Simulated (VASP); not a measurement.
# Ta3N (P-3m1) in VASP: further runs, part 2 of 2

VASP 6.6.1. The steps go on from the part before.

## (4) Single point, PBEsol (strain -0.080 along x and y, +0.000 along z)

Contents of INCAR:

```
SYSTEM = Ta3N
PREC = Accurate
ENCUT = 520
EDIFF = 1E-6
ISMEAR = 0
SIGMA = 0.15
LREAL = .FALSE.
LASPH = .TRUE.
NELM = 100
ALGO = Normal
ISIF = 2
LWAVE = .FALSE.
LCHARG = .FALSE.
GGA = PS
NBANDS = 27
```

Contents of KPOINTS:

```
regular mesh
0
G
  18 18 8
  0 0 0
```

Contents of POSCAR:

```
Ta3N
1.0
    2.7604642176      0.0000000000      0.0000000000
   -1.3802321088      2.3906321387      0.0000000000
    0.0000000000      0.0000000000      7.4499251172
Ta N
3 1
Direct
    0.0000000000      0.0000000000      0.5000000000
    0.3333333333      0.6666666667      0.1725859884
    0.6666666667      0.3333333333      0.8274140116
    0.0000000000      0.0000000000      0.0000000000
```

Potentials or basis: VASP PAW PBE potentials, release 64 (Ta_pv, N).

The run is started by

```console
> cat potpaw_PBE.64/Ta_pv/POTCAR potpaw_PBE.64/N/POTCAR > POTCAR
> mpirun -np 1 vasp_std > vasp.out
```

OUTCAR:

```text
SYSTEM = Ta3N
   PREC = Accurate
   ENCUT = 520
   EDIFF = 1E-6
   ISMEAR = 0
   LREAL = .FALSE.
   LASPH = .TRUE.
   NELM = 100
   ISIF = 2
   GGA = PS

 ion  position               nearest neighbor table
   1  0.000  0.000  0.500-   2 2.91   3 2.91   3 2.91   2 2.91   3 2.91   2 2.91
   2  0.333  0.667  0.173-   4 2.05   4 2.05   4 2.05   1 2.91   1 2.91   1 2.91   3 3.03   3 3.03
                             3 3.03
   3  0.667  0.333  0.827-   4 2.05   4 2.05   4 2.05   1 2.91   1 2.91   1 2.91   2 3.03   2 3.03
                             2 3.03
   4  0.000  0.000  0.000-   2 2.05   3 2.05   3 2.05   2 2.05   3 2.05   2 2.05

  LATTYP: Found a hexagonal cell.
 ALAT       =     2.7604642176
 C/A-ratio  =     2.6987943077

  Lattice vectors:

 A1 = (   2.7604642176,   0.0000000000,   0.0000000000)
 A2 = (  -1.3802321088,   2.3906321387,   0.0000000000)
 A3 = (   0.0000000000,   0.0000000000,   7.4499251172)

Analysis of symmetry for initial positions (statically):
=====================================================================
 Subroutine PRICEL returns:
 Original cell was already a primitive cell.

 Routine SETGRP: Setting up the symmetry group for a
 hexagonal supercell.

[... 166 lines left out ...]
  ---------------------------------------------------
  free energy    TOTEN  =       -46.75198695 eV

  energy without entropy =      -46.71852804  energy(sigma->0) =      -46.73525749

 E-fermi :   8.2074     XC(G=0): -13.8597

 val. band max:        8.2060664848   @ k =   0.1111   0.0556   0.5000
 cond. band min:       8.2085808535   @ k =   0.2222   0.0556   0.5000
 fundamental gap:      0.0025143687
 Fermi energy:         8.2073523497

 k-point     1 :       0.0000    0.0000    0.0000
  band No.  band energies     occupation
      1     -26.8925      2.00000
      2     -26.3408      2.00000
      3     -25.3728      2.00000
      4     -25.3728      2.00000
      5     -25.3404      2.00000
      6     -25.3404      2.00000
[... 709 lines left out ...]
     26      14.6592      0.00000
     27      15.1363      0.00000

 [... further k-points ...]
[... 5 lines left out ...]
  --------------------------------------------------------------------------------------
  -------------------------------------------------------------------------------------
  Total       21.3495006     21.3495006     15.6170511      0.0000000      0.0000000      0.0000000
  in kB      695.7472848    695.7472848    508.9355996      0.0000000      0.0000000      0.0000000
  external PRESSURE =     633.4767231 kB  Pullay stress =       0.0000000 kB

 VOLUME and BASIS-vectors are now :
 -----------------------------------------------------------------------------
  energy-cutoff  :      520.00
  volume of cell :       49.16
      direct lattice vectors                 reciprocal lattice vectors
     2.760464218  0.000000000  0.000000000     0.362257911  0.209149702  0.000000000
    -1.380232109  2.390632139  0.000000000     0.000000000  0.418299405  0.000000000
     0.000000000  0.000000000  7.449925117     0.000000000  0.000000000  0.134229537

 POSITION                                       TOTAL-FORCE (eV/Angst)
 -----------------------------------------------------------------------------------
      0.00000      0.00000      3.72496        -0.000000      0.000000      0.000000
     -0.00000      1.59375      1.28575         0.000000      0.000000      2.680152
      1.38023      0.79688      6.16417        -0.000000     -0.000000     -2.680152
      0.00000      0.00000      0.00000        -0.000000      0.000000      0.000000
 -----------------------------------------------------------------------------------
    total drift:                                0.000000     -0.000000      0.000000

  FREE ENERGIE OF THE ION-ELECTRON SYSTEM (eV)
  ---------------------------------------------------
  free  energy   TOTEN  =       -46.7519869509 eV

  energy  without entropy=      -46.7185280371  energy(sigma->0) =      -46.73525749
```

OSZICAR:

```text
N       E                     dE             d eps       ncg     rms          rms(c)
DAV:   1     0.349312130063E+03    0.34931E+03   -0.21273E+04 14364   0.153E+03
DAV:   2    -0.339148179723E+02   -0.38323E+03   -0.37411E+03 16165   0.445E+02
DAV:   3    -0.499573702581E+02   -0.16043E+02   -0.15726E+02 18223   0.852E+01
DAV:   4    -0.501634595048E+02   -0.20609E+00   -0.20499E+00 17740   0.944E+00
DAV:   5    -0.501655559025E+02   -0.20964E-02   -0.20945E-02 17901   0.867E-01    0.429E+01
DAV:   6    -0.471431169048E+02    0.30224E+01   -0.11874E+01 18697   0.213E+01    0.213E+01
DAV:   7    -0.468944472231E+02    0.24867E+00   -0.26030E+00 17974   0.949E+00    0.720E+00
DAV:   8    -0.469243127108E+02   -0.29865E-01   -0.31278E+00 18593   0.778E+00    0.235E+00
DAV:   9    -0.467531688162E+02    0.17114E+00   -0.10799E+00 18266   0.704E+00    0.610E-01
DAV:  10    -0.467521650380E+02    0.10038E-02   -0.29480E-02 17108   0.105E+00    0.169E-01
DAV:  11    -0.467519952375E+02    0.16980E-03   -0.13542E-03 18553   0.295E-01    0.824E-02
DAV:  12    -0.467519921465E+02    0.30910E-05   -0.18547E-04 17824   0.105E-01    0.201E-02
DAV:  13    -0.467519872556E+02    0.48909E-05   -0.23964E-05 19162   0.355E-02    0.886E-03
DAV:  14    -0.467519869509E+02    0.30461E-06   -0.32114E-06 13587   0.110E-02
   1 F= -.46751987E+02 E0= -.46735257E+02  d E =-.334589E-01
```

stdout:

```text
POSCAR found type information on POSCAR TaN
 POSCAR found :  2 types and       4 ions
 scaLAPACK will be used
 -----------------------------------------------------------------------------
|                                                                             |
|                                                                             |
|     You enforced a specific xc type in the INCAR file but a different       |
|     I HOPE YOU KNOW WHAT YOU ARE DOING!                                     |
|                                                                             |
 -----------------------------------------------------------------------------

 LDA part: xc-table for (Slater+PW92), standard interpolation
 POSCAR, INCAR and KPOINTS ok, starting setup
 FFT: planning ... GRIDC
 FFT: planning ... GRID_SOFT
 FFT: planning ... GRID
 WAVECAR not read
 entering main loop
```

Run time: 3.7 min. Hardware: 1 thread of Intel Xeon Platinum 8559C (Emerald Rapids), shared host; peak memory 0.39 GiB.

What came out:

```yaml
Free_energy: -46.7520 eV
Pressure: 63.3 GPa
Largest_force: 2.680 eV/Å
Band_gap_on_the_k_mesh: zero (bands 19 and 20 overlap by 1.08 eV)
```

Forces in eV/Å, atoms in the order of the input:
```
Ta   0.000  0.000  0.000
Ta   0.000  0.000  2.680
Ta   0.000  0.000 -2.680
N    0.000  0.000  0.000
```

Stress tensor (GPa, compression positive):
```
69.57  0.00  0.00
 0.00 69.57  0.00
 0.00  0.00 50.89
```

Levels at points of the mesh, in eV from the Fermi level:
```
           k point  band 16  band 17  band 18  band 19  band 20  band 21  band 22  band 23
(0.00, 0.00, 0.00)    -1.48    -1.33    -0.31    -0.31     0.69     0.69     0.78     2.34
(0.50, 0.00, 0.00)    -3.74    -1.07    -0.76     0.18     1.44     1.88     4.76     5.35
(0.00, 0.00, 0.50)    -1.94    -1.52    -0.18    -0.18     0.86     0.86     0.99     1.93
(0.50, 0.00, 0.50)    -3.63    -1.64    -0.82     0.73     0.83     2.29     3.23     6.03
```

Caveat: the cell differs from its parent crystal (strain -0.080 along x and y, +0.000 along z); the stress differs along the axes, from 51 to 70 GPa; the PAW data sets were made with another functional, which shifts forces and pressure a little; spin-orbit coupling is left out, which moves the levels of the heavy elements.

## (5) Single point, PBEsol (strain -0.040 along x and y, -0.080 along z)

Contents of INCAR:

```
PREC = Accurate ; ENCUT = 520
EDIFF = 1E-6 ; ISMEAR = 0
SIGMA = 0.15 ; LREAL = False
LASPH = True ; NELM = 60
ALGO = Normal ; ISIF = 2
LWAVE = False ; LCHARG = False
GGA = PS ; NBANDS = 27
```

Contents of KPOINTS:

```
regular mesh
0
Gamma
  18 18 8
```

Contents of POSCAR:

```
Ta3N
1.0
    2.8804844010      0.0000000000      0.0000000000
   -1.4402422005      2.4945726665      0.0000000000
    0.0000000000      0.0000000000      6.8539311078
Ta N
3 1
Direct
    0.0000000000      0.0000000000      0.5000000000
    0.3333333333      0.6666666667      0.1725859884
    0.6666666667      0.3333333333      0.8274140116
    0.0000000000      0.0000000000      0.0000000000
```

Potentials or basis: VASP PAW PBE potentials, release 64 (Ta_pv, N).

The run is started by

```console
> cat potpaw_PBE.64/Ta_pv/POTCAR potpaw_PBE.64/N/POTCAR > POTCAR
> mpirun -np 1 vasp_std > vasp.out
```

OUTCAR:

```text
PREC = Accurate
   ENCUT = 520
   EDIFF = 1E-6
   ISMEAR = 0
   LREAL = False
   LASPH = True
   NELM = 60
   ISIF = 2
   GGA = PS

 ion  position               nearest neighbor table
   1  0.000  0.000  0.500-   2 2.79   3 2.79   3 2.79   2 2.79   3 2.79   2 2.79
   2  0.333  0.667  0.173-   4 2.04   4 2.04   4 2.04   1 2.79   1 2.79   1 2.79   3 2.89   3 2.89
                             3 2.89
   3  0.667  0.333  0.827-   4 2.04   4 2.04   4 2.04   1 2.79   1 2.79   1 2.79   2 2.89   2 2.89
                             2 2.89
   4  0.000  0.000  0.000-   2 2.04   3 2.04   3 2.04   2 2.04   3 2.04   2 2.04

  LATTYP: Found a hexagonal cell.
 ALAT       =     2.8804844010
 C/A-ratio  =     2.3794369813

  Lattice vectors:

 A1 = (   2.8804844010,   0.0000000000,   0.0000000000)
 A2 = (  -1.4402422005,   2.4945726665,   0.0000000000)
 A3 = (   0.0000000000,   0.0000000000,   6.8539311078)

Analysis of symmetry for initial positions (statically):
=====================================================================
 Subroutine PRICEL returns:
 Original cell was already a primitive cell.

 Routine SETGRP: Setting up the symmetry group for a
 hexagonal supercell.

 Subroutine GETGRP returns: Found 12 space group operations
 (whereof 12 operations were pure point group operations)
 out of a pool of 24 trial point group operations.

The static configuration has the point symmetry D_3d.

Analysis of symmetry for dynamics (positions and initial velocities):
=====================================================================
 Subroutine PRICEL returns:
 Original cell was already a primitive cell.

 Routine SETGRP: Setting up the symmetry group for a
 hexagonal supercell.

 Subroutine GETGRP returns: Found 12 space group operations
 (whereof 12 operations were pure point group operations)
[... 116 lines left out ...]
   PSTRESS=    0.0 pullay stress
   NELECT =      38.0000    total number of electrons
   NUPDOWN=      -1.0000    fix difference up-down
   EMIN   =  10.00;   EMAX   =-10.00  energy-range for DOS
   EFERMI =   0.00;   METHOD = LEGACY
   ISMEAR =     0;   SIGMA  =   0.15  broadening in eV -4-tet -1-fermi 0-gaus
   EFERMI_NEDOS =   21; number of points for ismear=-14 and -15
   IALGO  =     38    algorithm
   IMIX   =      4    mixing-type and parameters
     AMIX     =   0.40;   BMIX     =  1.00
     AMIX_MAG =   1.60;   BMIX_MAG =  1.00
  volume/ion in A,a.u.               =      12.31        83.09
  Fermi-wavevector in a.u.,A,eV,Ry     =   1.501535  2.837490 30.675809  2.254608
  Thomas-Fermi vector in A             =   2.612893
   LORBIT       =      0    0 simple, 1 ext, 2 COOP (PROOUT), +10 PAW based schemes
   GGA     = PS    functional components
   LHFCALC =     F    Hartree Fock is set to
   AEXX    =    0.0000 exact exchange contribution
   IVDW    =     0    specifies the selected vdW correction
   LEPSILON=     F    determine dielectric tensor
   LRPA    =     F    only Hartree local field effects (RPA)
 non-spin polarized calculation
 Gauss-broadening in eV      SIGMA  =   0.15
  energy-cutoff  :      520.00
  volume of cell :       49.25
 maximum number of plane-waves:      1351
 NGX is ok and might be reduce to    24
   NGX = 11   NGY = 11   NGZ = 25

 number of electron      37.9999997 magnetization

 Free energy of the ion-electron system (eV)
  ---------------------------------------------------
  ext. energy  EPLUGINS =         0.00000000
  ---------------------------------------------------
  free energy    TOTEN  =       -46.87257509 eV

  energy without entropy =      -46.84571720  energy(sigma->0) =      -46.85914615

 E-fermi :   8.3836     XC(G=0): -13.8536

 val. band max:        8.3821144660   @ k =   0.3333   0.0556   0.1250
 cond. band min:       8.3909691986   @ k =  -0.2778  -0.3889   0.2500
 fundamental gap:      0.0088547326
 Fermi energy:         8.3836195109

 k-point     1 :       0.0000    0.0000    0.0000
  band No.  band energies     occupation
      1     -26.9365      2.00000
      2     -26.3482      2.00000
      3     -25.6760      2.00000
      4     -25.6760      2.00000
      5     -25.6065      2.00000
      6     -25.6065      2.00000
[... 709 lines left out ...]
     26      14.4988      0.00000
     27      14.8742      0.00000

 [... further k-points ...]
[... 5 lines left out ...]
  --------------------------------------------------------------------------------------
  -------------------------------------------------------------------------------------
  Total       18.5215656     18.5215656     21.0054128      0.0000000      0.0000000      0.0000000
  in kB      602.5413469    602.5413469    683.3455675      0.0000000      0.0000000      0.0000000
  external PRESSURE =     629.4760871 kB  Pullay stress =       0.0000000 kB

 VOLUME and BASIS-vectors are now :
 -----------------------------------------------------------------------------
  energy-cutoff  :      520.00
  volume of cell :       49.25
      direct lattice vectors                 reciprocal lattice vectors
     2.880484401  0.000000000  0.000000000     0.347163831  0.200435131  0.000000000
    -1.440242200  2.494572666  0.000000000     0.000000000  0.400870263  0.000000000
     0.000000000  0.000000000  6.853931108     0.000000000  0.000000000  0.145901671

 POSITION                                       TOTAL-FORCE (eV/Angst)
 -----------------------------------------------------------------------------------
      0.00000      0.00000      3.42697        -0.000000      0.000000      0.000000
     -0.00000      1.66305      1.18289         0.000000      0.000000      1.413899
      1.44024      0.83152      5.67104         0.000000     -0.000000     -1.413899
      0.00000      0.00000      0.00000        -0.000000      0.000000      0.000000
 -----------------------------------------------------------------------------------
    total drift:                                0.000000     -0.000000     -0.000000

  FREE ENERGIE OF THE ION-ELECTRON SYSTEM (eV)
  ---------------------------------------------------
  free  energy   TOTEN  =       -46.8725750948 eV

  energy  without entropy=      -46.8457172047  energy(sigma->0) =      -46.85914615
```

OSZICAR:

```text
N       E                     dE             d eps       ncg     rms          rms(c)
DAV:   1     0.347723234357E+03    0.34772E+03   -0.21277E+04 14372   0.152E+03
DAV:   2    -0.340830509546E+02   -0.38181E+03   -0.37285E+03 16093   0.445E+02
DAV:   3    -0.501519161929E+02   -0.16069E+02   -0.15765E+02 18062   0.855E+01
DAV:   4    -0.503594421642E+02   -0.20753E+00   -0.20646E+00 17667   0.946E+00
DAV:   5    -0.503616007337E+02   -0.21586E-02   -0.21572E-02 17992   0.874E-01    0.430E+01
DAV:   6    -0.472587032256E+02    0.31029E+01   -0.12014E+01 18363   0.221E+01    0.213E+01
DAV:   7    -0.469831399381E+02    0.27556E+00   -0.21957E+00 17628   0.905E+00    0.728E+00
DAV:   8    -0.469588910353E+02    0.24249E-01   -0.18872E+00 18432   0.712E+00    0.194E+00
DAV:   9    -0.468738209526E+02    0.85070E-01   -0.56006E-01 18076   0.574E+00    0.584E-01
DAV:  10    -0.468726836677E+02    0.11373E-02   -0.18389E-02 16799   0.869E-01    0.153E-01
DAV:  11    -0.468725780551E+02    0.10561E-03   -0.89467E-04 18676   0.244E-01    0.605E-02
DAV:  12    -0.468725780827E+02   -0.27610E-07   -0.10209E-04 17826   0.764E-02    0.196E-02
DAV:  13    -0.468725753450E+02    0.27377E-05   -0.13315E-05 18869   0.257E-02    0.716E-03
DAV:  14    -0.468725750948E+02    0.25016E-06   -0.21635E-06 12463   0.930E-03
   1 F= -.46872575E+02 E0= -.46859146E+02  d E =-.268579E-01
```

Run time: 3.6 min. Hardware: 1 thread of Intel Xeon Platinum 8559C (Emerald Rapids), shared host; peak memory 0.4 GiB.

Results:

```
Free energy            : -46.8726 eV
Pressure               : 62.9 GPa
Largest force          : 1.414 eV/Å
Band gap on the k mesh : zero (bands 19 and 20 overlap by 1.27 eV)
```

Forces in eV/Å, atoms in the order of the input:
```
Ta   0.000  0.000  0.000
Ta   0.000  0.000  1.414
Ta   0.000  0.000 -1.414
N    0.000  0.000  0.000
```

Stress tensor (GPa, compression positive):
```
60.25  0.00  0.00
 0.00 60.25  0.00
 0.00  0.00 68.33
```

Caveat: the cell differs from its parent crystal (strain -0.040 along x and y, -0.080 along z); the stress differs along the axes, from 60 to 68 GPa; the PAW data sets were made with another functional, which shifts forces and pressure a little; spin-orbit coupling is left out, which moves the levels of the heavy elements.

## (6) The runs side by side

| cell | gap on the mesh (eV) | pressure (GPa) | largest force (eV/Å) |
| --- | --- | --- | --- |
| a = 2.760, b = 2.760, c = 6.854 Å, angles 90.0, 90.0, 120.0°, 4 atoms | none | 112.2 | 3.18 |
| a = 2.760, b = 2.760, c = 7.152 Å, angles 90.0, 90.0, 120.0°, 4 atoms | none | 85.3 | 2.95 |
| a = 2.760, b = 2.760, c = 7.450 Å, angles 90.0, 90.0, 120.0°, 4 atoms | none | 63.3 | 2.68 |
| a = 2.880, b = 2.880, c = 6.854 Å, angles 90.0, 90.0, 120.0°, 4 atoms | none | 62.9 | 1.41 |

Alike in all rows: task single point; level PBEsol; potentials or basis VASP PAW PBE potentials, release 64 (Ta_pv, N); no spin polarisation; k mesh 18 × 18 × 8; cutoff (eV) 520; smearing gaussian 0.15 eV.

Caveats: the PAW data sets were made with another functional, which shifts forces and pressure a little; spin-orbit coupling is left out, which moves the levels of the heavy elements; the cell stands under pressure (at least some runs); the stress differs along the axes, from 80 to 88 GPa (at least some runs); the stress differs along the axes, from 51 to 70 GPa (at least some runs); the stress differs along the axes, from 60 to 68 GPa (at least some runs).

Total energies depend on the potentials used, so only differences within one code and one set of settings carry meaning.
